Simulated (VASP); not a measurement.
Cd:

```
CELL_PARAMETERS angstrom
2.97887 0.00000 0.00000
-1.48944 2.57978 0.00000
0.00000 0.00000 5.61765
ATOMIC_POSITIONS crystal
Cd 0.66667 0.33333 0.75000
Cd 0.33333 0.66667 0.25000
```

Base run:

- Program: VASP 6.6.1
- Functional: BLYP
- Dispersion: D4
- Potentials or basis: VASP PAW PBE potentials, release 64 (Cd)
- Cutoff: 520 eV
- k mesh: 10 × 10 × 5
- Occupations: fermi-dirac, width 0.1 eV
- Spin: no spin polarisation

Its results: band gap on the k mesh zero (band 12 reaches 4.50 eV, above the bottom of band 13 at 0.58 eV); pressure 2.7 GPa.

Problem. The run is repeated on the same cell with these changes: potentials or basis from VASP PAW PBE potentials, release 64 (Cd) to VASP PAW PBE potentials, release 64 (Cd_sv_GW); cutoff from 520 eV to 540 eV; further incar settings from ALGO = Fast; EDIFF = 1e-06; NBANDS = 19 to ALGO = Normal; EDIFF = 1e-06; NBANDS = 27; valence electrons from 24 to 40. What comes out?

Solution. Band gap on the k mesh zero (band 20 reaches 8.04 eV, above the bottom of band 21 at 4.14 eV); pressure 0.2 GPa.

Caveats: the PAW data sets were made with another functional, which shifts forces and pressure a little; pairwise dispersion overbinds metals, which lowers pressure and volume.
